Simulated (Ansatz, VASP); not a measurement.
## InO2 in VASP and in Ansatz

File INCAR:

```
SYSTEM = InO2
PREC = Accurate
ENCUT = 520
EDIFF = 1E-6
ISMEAR = 0
SIGMA = 0.1
LREAL = .False.
LASPH = .True.
NELM = 150
ALGO = Normal
ISIF = 2
LWAVE = .False.
LCHARG = .True.
ISPIN = 2
MAGMOM = 0 1 1
LORBIT = 11
GGA = PE
LELF = .True.
LVHAR = .True.
NBANDS = 24
```

The input KPOINTS:

```
regular mesh
0
Gamma
  12 12 2
  0 0 0
```

File POSCAR:

```
InO2
1.0
    2.3897924200      0.0000000000      0.0000000000
   -1.1948962100      2.0696209500      0.0000000000
    0.0000000000      0.0000000000     11.7629553500
In O
1 2
Direct
    0.0000000000      0.0000000000      0.0000000000
    0.3333333300      0.6666666700      0.8978554600
    0.3333333300      0.6666666700      0.1021445400
```

Input for Ansatz:

```yaml
crystal:
  lattice:
    - [2.38979242, 0.0, 0.0]
    - [-1.19489621, 2.06962095, 0.0]
    - [0.0, 0.0, 11.76295535]
  atoms:
    - { symbol: In, position: [0.0, 0.0, 0.0] }
    - { symbol: O, position: [0.33333333, 0.66666667, 0.89785546], spin: 1.0 }
    - { symbol: O, position: [0.33333333, 0.66666667, 0.10214454], spin: 1.0 }
basis:
  ecutwfc: 420
kpoints:
  mp_grid: { grid: [12, 12, 2] }
hamiltonian:
  xc: pbe
scf:
  occupations: { method: gaussian, width: 0.1 }
  lower_state_search: "off"
output:
  forces: true
  stress: true
  eigenvalues: true
  populations: true
magnetization:
  spin_polarized: true
```

Change from the starting cell: species swapped into the Te2Mo type (P-6m2, No. 187).

Alike in both runs: task single point; functional PBE; k mesh 12 × 12 × 2; occupations gaussian, width 0.1 eV; collinear spin.

```csv
,VASP,Ansatz
version,VASP 6.6.1,Ansatz 0.2.0
potentials or method,"VASP PAW PBE potentials, release 64 (In_d, O), cutoff 520 eV","scalar-relativistic, plane waves, PAW"
valence electrons in the cell,25,25
```

Ansatz gave:

| Property | Result |
| --- | --- |
| gap on the k mesh at the Fermi level (eV) | none |
| rms of the force components (eV/Å) | 6.092 |
| net moment per atom (μB) | 0.33 |
| size of the moment on the site where the two differ most (μB) | 0.09 |

Problem. Which values does VASP return?

Solution. gap on the k mesh at the Fermi level (eV): none; rms of the force components (eV/Å): 6.168; net moment per atom (μB): 0.33; size of the moment on the site where the two differ most (μB): 0.10.

Site moments also hang on the region over which each program counts them. Atom by atom the forces differ by 0.076 eV/Å (rms over components). A gap of «none» marks a metal or a gap that the smearing closes.

Noted on VASP's run: the cell as given lies far from equilibrium.
